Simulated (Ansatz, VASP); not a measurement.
## BN in VASP and in Ansatz

The input INCAR:

```
SYSTEM = BN
ALGO     = Normal         ! electronic algorithm
EDIFF    = 1E-6           ! SCF threshold, eV
ENCUT    = 520            ! plane-wave cutoff, eV
GGA      = CA             ! functional
ISIF     = 2              ! what is computed and relaxed
ISMEAR   = 0              ! smearing method
LASPH    = .True.         ! aspherical terms in the spheres
LCHARG   = .False.        ! write CHGCAR
LREAL    = .False.        ! projectors in reciprocal space
LWAVE    = .False.        ! write WAVECAR
NBANDS   = 16             ! bands
NELM     = 80             ! most SCF steps
PREC     = Accurate       ! precision mode
SIGMA    = 0.05           ! smearing width, eV
```

File KPOINTS:

```
k-points
0
Gamma
  12 12 6
  0 0 0
```

POSCAR

```
BN
1.0
    2.5539396017      0.0000000000      0.0000000000
   -1.2769698009      2.2117765748      0.0000000000
    0.0000000000      0.0000000000      4.2268550000
B N
2 2
Direct
    0.6666666667      0.3333333333      1.0352113777
    0.3333333333      0.6666666667      0.4997240000
    0.6666666667      0.3333333333      0.6252760000
    0.3333333333      0.6666666667      0.1252760000
```

Input for Ansatz:

```yaml
crystal:
  lattice:
    - [2.5539396017, 0.0, 0.0]
    - [-1.2769698009, 2.2117765748, 0.0]
    - [0.0, 0.0, 4.226855]
  atoms:
    - { symbol: B, position: [0.6666666667, 0.3333333333, 1.0352113777] }
    - { symbol: B, position: [0.3333333333, 0.6666666667, 0.499724] }
    - { symbol: "N", position: [0.6666666667, 0.3333333333, 0.625276] }
    - { symbol: "N", position: [0.3333333333, 0.6666666667, 0.125276] }
basis:
  ecutwfc: 420
kpoints:
  mp_grid: { grid: [12, 12, 6] }
hamiltonian:
  xc: lda
scf:
  occupations: { method: gaussian, width: 0.05 }
output:
  forces: true
  stress: true
  eigenvalues: true
  write_density: true
  write_potential: true
  elf: true
  volumetric_format: npy
```

Alike in both runs: task single point; functional LDA; k mesh 12 × 12 × 6; occupations gaussian, width 0.05 eV; no spin polarisation.

```csv
,VASP,Ansatz
version,VASP 6.6.1,Ansatz 0.2.0
potentials or method,"VASP PAW LDA potentials, release 64 (B, N), cutoff 520 eV","scalar-relativistic, plane waves, PAW"
valence electrons in the cell,16,16
```

|  | VASP | Ansatz | Ansatz less VASP |
| --- | --- | --- | --- |
| gap on the k mesh at the Fermi level (eV) | 5.27 | 5.28 | +0.012 |
| least direct gap on the mesh (eV) | 7.52 | 7.53 | +0.005 |
| pressure (GPa) | -9.2 | -10.1 | -0.84 |
| traceless stress, the component that is largest in VASP (GPa) | 1.87 | 2.07 | +0.195 |
| rms of the force components (eV/Å) | 1.360 | 1.356 | -0.0046 |

LDA's correlation is that of Perdew and Zunger in VASP and of Perdew and Wang (1992) in Ansatz. Atom by atom the forces differ by 0.008 eV/Å (rms over components).
